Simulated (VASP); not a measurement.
Set up this calculation in VASP 6.6.1, as the native input.

| Quantity | Value |
| --- | --- |
| Task | single point |
| Functional | PBE |
| Potentials or basis | VASP PAW PBE potentials, release 64 (Ga_d, P) |
| Cutoff | 500 eV |
| k mesh | 8 × 8 × 8 |
| Occupations | gaussian, width 0.01 eV |
| Spin | no spin polarisation |
| Dipole correction | no |
| Further INCAR settings | ALGO = Normal; EDIFF = 1e-06; NBANDS = 16 |

The structure of GaP (pbe) lies in POSCAR:

```
GaP
1.0
    0.0000000000      2.7532515429      2.7532515429
    2.7532515429      0.0000000000      2.7532515429
    2.7532515429      2.7532515429      0.0000000000
Ga P
1 1
Direct
    0.0000000000      0.0000000000      0.0000000000
    0.2500000000      0.2500000000      0.2500000000
```

These files were run (other wordings do the same):

INCAR

```
PREC = Accurate
ENCUT = 500
EDIFF = 1E-6
ISMEAR = 0
SIGMA = 0.01
LREAL = F
LASPH = T
NELM = 120
ALGO = Normal
ISIF = 2
LWAVE = F
LCHARG = F
GGA = PE
NBANDS = 16
GGA_COMPAT = F
```

KPOINTS

```
Automatic mesh
0
Gamma
  8 8 8
```

Potentials or basis: VASP PAW PBE potentials, release 64 (Ga_d, P).

Run with:

```bash
$ cat potpaw_PBE.64/Ga_d/POTCAR potpaw_PBE.64/P/POTCAR > POTCAR
$ mpirun -np 1 vasp_std > vasp.out
```

It gave:

- Pressure: -0.1 GPa
- Band gap on the k mesh: 1.57 eV, direct

Wall time 11 s on 1 thread of AMD EPYC 9R45 96-Core Processor (Zen 5), on a shared host, peak memory 0.13 GiB.
